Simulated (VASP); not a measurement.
Here is a VASP 6.6.1 calculation.

Contents of INCAR:

```
PREC = Accurate
ENCUT = 520
EDIFF = 1E-6
ISMEAR = -1
SIGMA = 0.1
LREAL = False
LASPH = True
NELM = 60
ALGO = Normal
ISIF = 2
LWAVE = False
LCHARG = False
NBANDS = 21
```

The input KPOINTS:

```
Automatic mesh
0
Gamma
  8 8 8
```

The input POSCAR:

```
Sn
1.0
    0.0000000000      3.2333430000      3.2333430000
    3.2333430000      0.0000000000      3.2333430000
    3.2333430000      3.2333430000      0.0000000000
Sn
2
Direct
    0.0000000000      0.0000000000      0.0000000000
    0.2500000000      0.2500000000      0.2500000000
```

Potentials or basis: VASP PAW LDA potentials, release 64 (Sn_d).

Launch:

```sh
$ cat potpaw_LDA.64/Sn_d/POTCAR > POTCAR
$ mpirun -np 1 vasp_std > vasp.out
```

(1) What does it give for the pressure?

(2) Estimate the band gap on the k mesh.

Answers

(1) 0.2 GPa.

(2) zero (band 14 reaches 5.57 eV, above the bottom of band 15 at 5.40 eV).

Caveat: spin-orbit coupling is left out, which moves the levels of the heavy elements.
